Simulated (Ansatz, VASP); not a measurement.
## One calculation of Bi, two programs

```
CELL_PARAMETERS angstrom
2.26750 1.30914 3.93800
-2.26750 1.30914 3.93800
0.00000 -2.61828 3.93800
ATOMIC_POSITIONS crystal
Bi 0.23400 0.23400 0.23400
Bi 0.76600 0.76600 0.76600
```

Alike in both runs: task relaxation of cell and atoms; functional PBE; dispersion D4; k mesh 12 × 12 × 12; occupations gaussian, width 0.1 eV; no spin polarisation.

```csv
,VASP,Ansatz
version,VASP 6.6.1,Ansatz 0.2.0
potentials or method,"VASP PAW PBE potentials, release 64 (Bi_d), cutoff 600 eV","scalar-relativistic, plane waves, PAW"
valence electrons in the cell,30,30
```

```tsv
	VASP	Ansatz	Ansatz less VASP
gap on the k mesh at the Fermi level, each at its own relaxed structure (eV)	none	none	-
relaxed volume (Å³/atom)	34.51	34.52	+0.013
relaxed cell length with the largest relative difference (Å)	4.681	4.681	+0.0005
```

A gap of «none» marks a metal or a gap that the smearing closes.

Spin-orbit coupling is off throughout.
